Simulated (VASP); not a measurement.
## BN: relaxation of cell and atoms with LDA

The system is BN.

```
CELL_PARAMETERS angstrom
0.00000 1.78947 1.78947
1.78947 0.00000 1.78947
1.78947 1.78947 0.00000
ATOMIC_POSITIONS crystal
B 0.00000 0.00000 0.00000
N 0.75000 0.75000 0.75000
```

```json
{
  "Program": "VASP 6.6.1",
  "Task": "relaxation of cell and atoms",
  "Functional": "LDA",
  "Potentials or basis": "VASP PAW LDA potentials, release 64 (B, N)",
  "Cutoff": "600 eV",
  "k mesh": "12 × 12 × 12",
  "Occupations": "gaussian, width 0.02 eV",
  "Spin": "no spin polarisation",
  "Dipole correction": "no",
  "Further INCAR settings": "ALGO = Normal; EDIFF = 1e-07; IBRION = 2; EDIFFG = -0.005; NSW = 100; ISIF = 3"
}
```

```json
{
 "Relaxed volume": "5.75 Å³/atom",
 "Relaxed cell": "a = 2.533 Å, b = 2.533 Å, c = 2.533 Å, α = 60.00°, β = 60.00°, γ = 60.00°",
 "Space group after relaxing (to 0.05 Å)": "F-43m (No. 216)",
 "Energy gained by relaxing": "0.1 meV/atom",
 "Ionic steps": "3",
 "Pressure after relaxing": "0.0 GPa",
 "Band gap on the k mesh": "4.38 eV, indirect (least direct gap 8.81 eV)"
}
```

The path:
```tsv
step	energy change (eV)	largest force (eV/Å)	pressure (GPa)	volume (Å³)
1	0.0000	0.0000	1.28	11.46
2	0.0000	0.0000	-1.38	11.54
3	-0.0001	0.0000	0.00	11.50
```

Final structure:
```
B N
1.0
     0.00000    1.79136    1.79136
     1.79136    0.00000    1.79136
     1.79136    1.79136    0.00000
B N
1 1
Direct
  0.00000 0.00000 0.00000
  0.75000 0.75000 0.75000
```

Levels at points of the mesh, in eV from the valence-band top:
```csv
k point,band 2,band 3,band 4,band 5,band 6,band 7
"(0.00, 0.00, 0.00)",0.00,0.00,0.00,8.81,8.81,8.81
"(0.50, 0.00, 0.00)",-10.96,-2.00,-2.00,10.56,10.71,10.71
"(0.50, 0.50, 0.00)",-9.06,-5.06,-5.06,4.38,9.30,18.11
```

It took 6.3 s on 1 thread of Intel(R) Xeon(R) 6975P-C (Granite Rapids), with other jobs on the host, peak memory 0.11 GiB.

A k mesh can miss the band edges. Expect the measured gap to be larger: semilocal functionals such as LDA lack the derivative discontinuity.
